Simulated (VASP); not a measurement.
# BN (P6_3mc) in VASP: further runs

Runs on BN. Level: PBE. Tasks: single point.

Everything below comes from runs of VASP 6.6.1. Logs are shortened: lines on timing, memory, paths and dates and some standing lists are left out, and cuts for length are marked.

**1. The cell of the first run**

The structure is hexagonal, space group P6_3mc (No. 186). Conventional cell: a = 2.350 Å, b = 2.350 Å, c = 4.565 Å, α = 90.00°, β = 90.00°, γ = 120.00°. B (site symmetry 3m) has 4 N at 1.47 to 1.71 Å within 2.0 Å. Within 2.0 Å of N (site symmetry 3m) lie 4 B at 1.47 to 1.71 Å.

**2. Single point, PBE (strain -0.080 along x and y, +0.080 along z)**

Contents of INCAR:

```
SYSTEM = BN
ALGO = Normal ; EDIFF = 1E-6
ENCUT = 520 ; GGA = PE
ISIF = 2 ; ISMEAR = 0
LASPH = .True. ; LCHARG = .False.
LREAL = .False. ; LWAVE = .False.
NBANDS = 16 ; NELM = 60
PREC = Accurate ; SIGMA = 0.05
```

Contents of KPOINTS:

```
k-points
0
Gamma
  12 12 6
  0 0 0
```

Contents of POSCAR:

```
BN
1.0
    2.3496244336      0.0000000000      0.0000000000
   -1.1748122168      2.0348344488      0.0000000000
    0.0000000000      0.0000000000      4.5650034000
B N
2 2
Direct
    0.6666666667      0.3333333333      0.9997240000
    0.3333333333      0.6666666667      0.4997240000
    0.6666666667      0.3333333333      0.6252760000
    0.3333333333      0.6666666667      0.1252760000
```

Potentials or basis: VASP PAW PBE potentials, release 64 (B, N).

Launch:

```
cat potpaw_PBE.64/B/POTCAR potpaw_PBE.64/N/POTCAR > POTCAR
mpirun -np 1 vasp_std > vasp.out
```

OUTCAR:

```text
SYSTEM = BN
   EDIFF = 1E-6
   ENCUT = 520
   GGA = PE
   ISIF = 2
   ISMEAR = 0
   LASPH = .True.
   LREAL = .False.
   NELM = 60
   PREC = Accurate

 ion  position               nearest neighbor table
   1  0.667  0.333  1.000-   4 1.47   4 1.47   4 1.47   3 1.71
   2  0.333  0.667  0.500-   3 1.47   3 1.47   3 1.47   4 1.71
   3  0.667  0.333  0.625-   2 1.47   2 1.47   2 1.47   1 1.71
   4  0.333  0.667  0.125-   1 1.47   1 1.47   1 1.47   2 1.71

  LATTYP: Found a hexagonal cell.
 ALAT       =     2.3496244336
 C/A-ratio  =     1.9428651382

  Lattice vectors:

 A1 = (   2.3496244336,   0.0000000000,   0.0000000000)
 A2 = (  -1.1748122168,   2.0348344488,   0.0000000000)
 A3 = (   0.0000000000,   0.0000000000,   4.5650034000)

Analysis of symmetry for initial positions (statically):
=====================================================================
 Subroutine PRICEL returns:
 Original cell was already a primitive cell.

 Routine SETGRP: Setting up the symmetry group for a
 hexagonal supercell.

 Subroutine GETGRP returns: Found 12 space group operations
 (whereof  6 operations were pure point group operations)
 out of a pool of 24 trial point group operations.

The static configuration has the point symmetry C_3v.
 The point group associated with its full space group is C_6v.

Analysis of symmetry for dynamics (positions and initial velocities):
=====================================================================
 Subroutine PRICEL returns:
 Original cell was already a primitive cell.

 Routine SETGRP: Setting up the symmetry group for a
 hexagonal supercell.

 Subroutine GETGRP returns: Found 12 space group operations
 (whereof  6 operations were pure point group operations)
 out of a pool of 24 trial point group operations.

The dynamic configuration has the point symmetry C_3v.
 The point group associated with its full space group is C_6v.

 Subroutine INISYM returns: Found 12 space group operations
 (whereof  6 operations are pure point group operations),
 and found     1 'primitive' translations

----------------------------------------------------------------------------------------

                                     Primitive cell

[... 92 lines left out ...]
   ENCUT  =  520.0 eV  38.22 Ry    6.18 a.u.   4.37  4.37  8.49*2*pi/ulx,y,z
   NELM   =     60;   NELMIN=  2; NELMDL= -5     # of ELM steps
   EDIFF  = 0.1E-05   stopping-criterion for ELM
   LREAL  =      F    real-space projection
   EDIFFG = 0.1E-04   stopping-criterion for IOM
   NSW    =      0    number of steps for IOM
   IBRION =     -1    ionic relax: 0-MD 1-quasi-New 2-CG
   NFREE  =      0    steps in history (QN), initial steepest desc. (CG)
   ISIF   =      2    stress and relaxation
   ISYM   =      2    0-nonsym 1-usesym 2-fastsym
   POTIM  = 0.5000    time-step for ionic-motion
   TEBEG  =    0.0;   TEEND  =   0.0 temperature during run
   PSTRESS=    0.0 pullay stress
   NELECT =      16.0000    total number of electrons
   NUPDOWN=      -1.0000    fix difference up-down
   EMIN   =  10.00;   EMAX   =-10.00  energy-range for DOS
   EFERMI =   0.00;   METHOD = LEGACY
   ISMEAR =     0;   SIGMA  =   0.05  broadening in eV -4-tet -1-fermi 0-gaus
   EFERMI_NEDOS =   21; number of points for ismear=-14 and -15
   IALGO  =     38    algorithm
   IMIX   =      4    mixing-type and parameters
     AMIX     =   0.40;   BMIX     =  1.00
     AMIX_MAG =   1.60;   BMIX_MAG =  1.00
  volume/ion in A,a.u.               =       5.46        36.82
  Fermi-wavevector in a.u.,A,eV,Ry     =   1.476132  2.789486 29.646639  2.178967
  Thomas-Fermi vector in A             =   2.590696
   LORBIT       =      0    0 simple, 1 ext, 2 COOP (PROOUT), +10 PAW based schemes
   GGA     = PE    functional components
   LHFCALC =     F    Hartree Fock is set to
   AEXX    =    0.0000 exact exchange contribution
   IVDW    =     0    specifies the selected vdW correction
   LEPSILON=     F    determine dielectric tensor
   LRPA    =     F    only Hartree local field effects (RPA)
 non-spin polarized calculation
 Gauss-broadening in eV      SIGMA  =   0.05
  energy-cutoff  :      520.00
  volume of cell :       21.83
 maximum number of plane-waves:       623
 NGX is ok and might be reduce to    18
   NGX =  9   NGY =  9   NGZ = 17

 number of electron      15.9999999 magnetization

 Free energy of the ion-electron system (eV)
  ---------------------------------------------------
  ext. energy  EPLUGINS =         0.00000000
  ---------------------------------------------------
  free energy    TOTEN  =       -33.27695277 eV

  energy without entropy =      -33.27695277  energy(sigma->0) =      -33.27695277

 E-fermi :   9.2030     XC(G=0): -13.2079

 val. band max:        8.9944294894   @ k =   0.0000   0.0000   0.0000
 cond. band min:      12.5448657843   @ k =   0.0000   0.0000   0.0000
 fundamental gap:      3.5504362949
 Fermi energy:         9.2029614577

 k-point     1 :       0.0000    0.0000    0.0000
  band No.  band energies     occupation
      1     -12.8718      2.00000
      2      -9.7868      2.00000
      3      -3.3988      2.00000
      4       7.2274      2.00000
      5       7.7486      2.00000
      6       7.7486      2.00000
[... 433 lines left out ...]
      3      -0.4209      2.00000
      4       0.6411      2.00000
      5       1.8786      2.00000
      6       5.0261      2.00000
[... 8 lines left out ...]
     15      25.7734      0.00000
     16      25.8726      0.00000

 [... further k-points ...]

------------------------ aborting loop because EDIFF is reached ----------------------------------------

  FORCE on cell =-STRESS in cart. coord.  units (eV):
  Direction    XX          YY          ZZ          XY          YZ          ZX
  --------------------------------------------------------------------------------------
  -------------------------------------------------------------------------------------
  Total       15.1680495     15.1680495     -8.6117741      0.0000000      0.0000000     -0.0000000
  in kB     1113.4524684   1113.4524683   -632.1710090      0.0000000      0.0000000     -0.0000000
  external PRESSURE =     531.5779759 kB  Pullay stress =       0.0000000 kB

 VOLUME and BASIS-vectors are now :
 -----------------------------------------------------------------------------
  energy-cutoff  :      520.00
  volume of cell :       21.83
      direct lattice vectors                 reciprocal lattice vectors
     2.349624434  0.000000000  0.000000000     0.425599932  0.245720236  0.000000000
    -1.174812217  2.034834449  0.000000000     0.000000000  0.491440471  0.000000000
     0.000000000  0.000000000  4.565003400     0.000000000  0.000000000  0.219057887

 POSITION                                       TOTAL-FORCE (eV/Angst)
 -----------------------------------------------------------------------------------
      1.17481      0.67828      4.56374        -0.000000      0.000000      0.170592
     -0.00000      1.35656      2.28124         0.000000     -0.000000      0.170592
      1.17481      0.67828      2.85439         0.000000      0.000000     -0.170592
     -0.00000      1.35656      0.57189        -0.000000      0.000000     -0.170592
 -----------------------------------------------------------------------------------
    total drift:                                0.000000      0.000000      0.000496

  FREE ENERGIE OF THE ION-ELECTRON SYSTEM (eV)
  ---------------------------------------------------
  free  energy   TOTEN  =       -33.2769527685 eV

  energy  without entropy=      -33.2769527685  energy(sigma->0) =      -33.27695277
```

OSZICAR:

```text
N       E                     dE             d eps       ncg     rms          rms(c)
DAV:   1     0.390549686627E+02    0.39055E+02   -0.84630E+03  2432   0.987E+02
DAV:   2    -0.337412782558E+02   -0.72796E+02   -0.67498E+02  3392   0.234E+02
DAV:   3    -0.358365296792E+02   -0.20953E+01   -0.20890E+01  2848   0.370E+01
DAV:   4    -0.358410987436E+02   -0.45691E-02   -0.45687E-02  2928   0.195E+00
DAV:   5    -0.358411099782E+02   -0.11235E-04   -0.11235E-04  2744   0.894E-02    0.107E+01
DAV:   6    -0.335519048677E+02    0.22892E+01   -0.25532E+00  3056   0.148E+01    0.511E+00
DAV:   7    -0.333180049454E+02    0.23390E+00   -0.45866E-01  3264   0.557E+00    0.299E+00
DAV:   8    -0.332782473555E+02    0.39758E-01   -0.84441E-02  3168   0.249E+00    0.328E-01
DAV:   9    -0.332767479301E+02    0.14994E-02   -0.56299E-03  2912   0.781E-01    0.210E-01
DAV:  10    -0.332769326455E+02   -0.18472E-03   -0.58605E-04  3128   0.218E-01    0.367E-02
DAV:  11    -0.332769512025E+02   -0.18557E-04   -0.73397E-05  2976   0.762E-02    0.213E-02
DAV:  12    -0.332769526810E+02   -0.14785E-05   -0.89605E-06  3104   0.303E-02    0.360E-03
DAV:  13    -0.332769527685E+02   -0.87536E-07   -0.42428E-07  1288   0.730E-03
   1 F= -.33276953E+02 E0= -.33276953E+02  d E =-.182252E-11
```

It took 15 s on 1 thread of Intel Xeon Platinum 8488C (Sapphire Rapids), shared host; peak memory 0.14 GiB.

What came out:

| Item | Value |
| --- | --- |
| Free energy | -33.2770 eV |
| Pressure | 53.2 GPa |
| Largest force | 0.171 eV/Å |
| Band gap on the k mesh | 3.55 eV, direct |

Forces on the atoms (eV/Å):
```
B    0.000  0.000  0.171
B    0.000  0.000  0.171
N    0.000  0.000 -0.171
N    0.000  0.000 -0.171
```

Caveat: the cell differs from its parent crystal (strain -0.080 along x and y, +0.080 along z). A k mesh can miss the band edges.

**3. Single point, PBE (strain +0.000 along x and y, -0.040 along z)**

Contents of INCAR:

```
PREC = Accurate
ENCUT = 520
EDIFF = 1E-6
ISMEAR = 0
SIGMA = 0.05
LREAL = F
LASPH = T
NELM = 60
ALGO = Normal
ISIF = 2
LWAVE = F
LCHARG = T
GGA = PE
LELF = T
LVHAR = T
NBANDS = 16
```

Contents of KPOINTS:

```
Automatic mesh
0
Gamma
  12 12 6
```

Contents of POSCAR:

```
BN
1.0
    2.5539396017      0.0000000000      0.0000000000
   -1.2769698009      2.2117765748      0.0000000000
    0.0000000000      0.0000000000      4.0577808000
B N
2 2
Direct
    0.6666666667      0.3333333333      0.9997240000
    0.3333333333      0.6666666667      0.4997240000
    0.6666666667      0.3333333333      0.6252760000
    0.3333333333      0.6666666667      0.1252760000
```

Potentials or basis: VASP PAW PBE potentials, release 64 (B, N).

Launch:

```
cat potpaw_PBE.64/B/POTCAR potpaw_PBE.64/N/POTCAR > POTCAR
mpirun -np 1 vasp_std > vasp.out
```

Wall time 15 s (1 thread of Intel Xeon Platinum 8488C (Sapphire Rapids), shared host); peak memory 0.14 GiB.

The run converged. Its results:

```
Free energy            : -34.6993 eV
Pressure               : 17.7 GPa
Largest force          : 0.189 eV/Å
Band gap on the k mesh : 5.27 eV, indirect (least direct gap 8.12 eV)
```

Forces in eV/Å, atoms in the order of the input:
```
B    0.000  0.000  0.189
B    0.000  0.000  0.189
N    0.000  0.000 -0.189
N    0.000  0.000 -0.189
```

Stress tensor (GPa, compression positive):
```
 3.19  0.00  0.00
 0.00  3.19  0.00
 0.00  0.00 46.85
```

Levels at points of the mesh, in eV from the valence-band top:
| k point | band 6 | band 7 | band 8 | band 9 | band 10 | band 11 |
| --- | --- | --- | --- | --- | --- | --- |
| (0.00, 0.00, 0.00) | -0.20 | 0.00 | 0.00 | 8.12 | 8.12 | 9.09 |
| (0.50, 0.00, 0.00) | -5.38 | -4.66 | -2.00 | 6.41 | 8.33 | 10.48 |
| (0.00, 0.00, 0.50) | -1.40 | -1.40 | -1.40 | 9.23 | 9.23 | 9.83 |
| (0.50, 0.00, 0.50) | -3.98 | -3.46 | -3.46 | 6.77 | 6.77 | 10.55 |

Caveat: the cell differs from its parent crystal (strain +0.000 along x and y, -0.040 along z).

**4. Single point, PBE (strain -0.040 along x and y, +0.040 along z)**

Contents of INCAR:

```
SYSTEM = BN
ALGO     = Normal         ! electronic algorithm
EDIFF    = 1E-7           ! SCF threshold, eV
ENCUT    = 520            ! plane-wave cutoff, eV
GGA      = PE             ! functional
ISIF     = 2              ! what is computed and relaxed
ISMEAR   = 0              ! smearing method
LASPH    = .TRUE.         ! aspherical terms in the spheres
LCHARG   = .FALSE.        ! write CHGCAR
LREAL    = .FALSE.        ! projectors in reciprocal space
LWAVE    = .FALSE.        ! write WAVECAR
NBANDS   = 16             ! bands
NELM     = 80             ! most SCF steps
PREC     = Accurate       ! precision mode
SIGMA    = 0.05           ! smearing width, eV
```

Contents of KPOINTS:

```
k-points
0
G
  12 12 6
  0 0 0
```

Contents of POSCAR:

```
BN
1.0
    2.4517820176      0.0000000000      0.0000000000
   -1.2258910088      2.1233055118      0.0000000000
    0.0000000000      0.0000000000      4.3959292000
B N
2 2
Direct
    0.6666666667      0.3333333333      0.9997240000
    0.3333333333      0.6666666667      0.4997240000
    0.6666666667      0.3333333333      0.6252760000
    0.3333333333      0.6666666667      0.1252760000
```

Potentials or basis: VASP PAW PBE potentials, release 64 (B, N).

Launch:

```
cat potpaw_PBE.64/B/POTCAR potpaw_PBE.64/N/POTCAR > POTCAR
mpirun -np 1 vasp_std > vasp.out
```

OUTCAR:

```text
SYSTEM = BN
   EDIFF = 1E-7
   ENCUT = 520
   GGA = PE
   ISIF = 2
   ISMEAR = 0
   LASPH = .TRUE.
   LREAL = .FALSE.
   NELM = 80
   PREC = Accurate

 ion  position               nearest neighbor table
   1  0.667  0.333  1.000-   4 1.52   4 1.52   4 1.52   3 1.65
   2  0.333  0.667  0.500-   3 1.52   3 1.52   3 1.52   4 1.65
   3  0.667  0.333  0.625-   2 1.52   2 1.52   2 1.52   1 1.65
   4  0.333  0.667  0.125-   1 1.52   1 1.52   1 1.52   2 1.65

  LATTYP: Found a hexagonal cell.
[... 655 lines left out ...]

  FORCE on cell =-STRESS in cart. coord.  units (eV):
  Direction    XX          YY          ZZ          XY          YZ          ZX
  --------------------------------------------------------------------------------------
  -------------------------------------------------------------------------------------
  Total        6.8028699      6.8028699     -4.8489245      0.0000000      0.0000000      0.0000000
  in kB      476.2749218    476.2749218   -339.4774828      0.0000000      0.0000000      0.0000000
  external PRESSURE =     204.3574536 kB  Pullay stress =       0.0000000 kB

 VOLUME and BASIS-vectors are now :
 -----------------------------------------------------------------------------
  energy-cutoff  :      520.00
  volume of cell :       22.88
      direct lattice vectors                 reciprocal lattice vectors
     2.451782018  0.000000000  0.000000000     0.407866602  0.235481892  0.000000000
    -1.225891009  2.123305512  0.000000000     0.000000000  0.470963785  0.000000000
     0.000000000  0.000000000  4.395929200     0.000000000  0.000000000  0.227483191

 POSITION                                       TOTAL-FORCE (eV/Angst)
 -----------------------------------------------------------------------------------
      1.22589      0.70777      4.39472        -0.000000     -0.000000      0.037790
     -0.00000      1.41554      2.19675         0.000000      0.000000      0.037790
      1.22589      0.70777      2.74867        -0.000000      0.000000     -0.037790
     -0.00000      1.41554      0.55070         0.000000      0.000000     -0.037790
 -----------------------------------------------------------------------------------
    total drift:                               -0.000000     -0.000000      0.000142

  FREE ENERGIE OF THE ION-ELECTRON SYSTEM (eV)
  ---------------------------------------------------
  free  energy   TOTEN  =       -34.4604920272 eV

  energy  without entropy=      -34.4604920272  energy(sigma->0) =      -34.46049203
```

It took 16 s on 1 thread of Intel Xeon Platinum 8488C (Sapphire Rapids), shared host; peak memory 0.14 GiB.

What came out:

```yaml
Free_energy: -34.4605 eV
Pressure: 20.4 GPa
Largest_force: 0.038 eV/Å
Band_gap_on_the_k_mesh: 4.80 eV, indirect (least direct gap 6.09 eV)
```

Forces on the atoms (eV/Å):
```
B    0.000  0.000  0.038
B    0.000  0.000  0.038
N    0.000  0.000 -0.038
N    0.000  0.000 -0.038
```

Levels at points of the mesh, in eV from the valence-band top:
```
           k point  band 4  band 5  band 6  band 7  band 8  band 9  band 10  band 11  band 12  band 13
(0.00, 0.00, 0.00)   -1.64   -1.64   -0.79    0.00    0.00    6.09     9.23     9.23    11.53    12.19
(0.50, 0.00, 0.00)   -8.75   -7.00   -4.77   -4.50   -2.51    7.35     7.52    11.08    11.27    12.12
(0.00, 0.00, 0.50)   -6.71   -0.89   -0.89   -0.89   -0.89   10.43    10.43    10.57    10.57    10.57
(0.50, 0.00, 0.50)  -10.43   -4.12   -4.12   -3.78   -3.78    6.15     6.15    10.05    10.05    14.58
```

Caveat: the cell differs from its parent crystal (strain -0.040 along x and y, +0.040 along z).

**5. Single point, PBE (strain +0.000 along x and y, +0.040 along z)**

Contents of INCAR:

```
SYSTEM = BN
ALGO = Normal
EDIFF = 1E-6
ENCUT = 520
GGA = PE
ISIF = 2
ISMEAR = 0
LASPH = .True.
LCHARG = .False.
LREAL = .False.
LWAVE = .False.
NBANDS = 16
NELM = 60
PREC = Accurate
SIGMA = 0.05
```

Contents of KPOINTS:

```
k-points
0
Gamma
  12 12 6
  0 0 0
```

POSCAR, as its differences from that of step 4:

```diff
@@ -2,4 +2,4 @@
 1.0
-    2.4517820176      0.0000000000      0.0000000000
-   -1.2258910088      2.1233055118      0.0000000000
+    2.5539396017      0.0000000000      0.0000000000
+   -1.2769698009      2.2117765748      0.0000000000
     0.0000000000      0.0000000000      4.3959292000
```

Launch:

```
cat potpaw_PBE.64/B/POTCAR potpaw_PBE.64/N/POTCAR > POTCAR
mpirun -np 1 vasp_std > vasp.out
```

It took 17 s on 1 thread of Intel Xeon Platinum 8488C (Sapphire Rapids), shared host; peak memory 0.15 GiB.

Results (log left out):

- Free energy: -34.7226 eV
- Pressure: -12.8 GPa
- Largest force: 0.162 eV/Å
- Band gap on the k mesh: 5.12 eV, indirect (least direct gap 7.02 eV)

Forces in eV/Å, atoms in the order of the input:
```
B    0.000  0.000  0.162
B    0.000  0.000  0.162
N    0.000  0.000 -0.162
N    0.000  0.000 -0.162
```

Stress tensor (GPa, compression positive):
```
 -1.57   0.00   0.00
  0.00  -1.57   0.00
  0.00   0.00 -35.40
```

Levels at points of the mesh, in eV from the valence-band top:
```
           k point  band 5  band 6  band 7  band 8  band 9  band 10  band 11  band 12
(0.00, 0.00, 0.00)   -1.75   -0.42    0.00    0.00    7.02     8.51     8.51     9.68
(0.50, 0.00, 0.00)   -6.57   -4.55   -4.11   -2.16    6.89     7.52    10.58    10.82
(0.00, 0.00, 0.50)   -0.96   -0.96   -0.96   -0.96    9.53     9.53     9.88     9.88
(0.50, 0.00, 0.50)   -3.60   -3.60   -3.52   -3.52    6.21     6.21     9.56     9.56
```

Caveat: the cell differs from its parent crystal (strain +0.000 along x and y, +0.040 along z). A k mesh can miss the band edges.

**6. The runs side by side**

| cell | gap on the mesh (eV) | pressure (GPa) | largest force (eV/Å) |
| --- | --- | --- | --- |
| a = 2.350, b = 2.350, c = 4.565 Å, angles 90.0, 90.0, 120.0°, 4 atoms | 3.55 | 53.2 | 0.17 |
| a = 2.554, b = 2.554, c = 4.058 Å, angles 90.0, 90.0, 120.0°, 4 atoms | 5.27 | 17.7 | 0.19 |
| a = 2.452, b = 2.452, c = 4.396 Å, angles 90.0, 90.0, 120.0°, 4 atoms | 4.80 | 20.4 | 0.04 |
| a = 2.554, b = 2.554, c = 4.396 Å, angles 90.0, 90.0, 120.0°, 4 atoms | 5.12 | -12.8 | 0.16 |

Alike in all rows: task single point; level PBE; potentials or basis VASP PAW PBE potentials, release 64 (B, N); no spin polarisation; k mesh 12 × 12 × 6; cutoff (eV) 520; smearing gaussian 0.05 eV.

Total energies depend on the potentials used, so only differences within one code and one set of settings carry meaning.
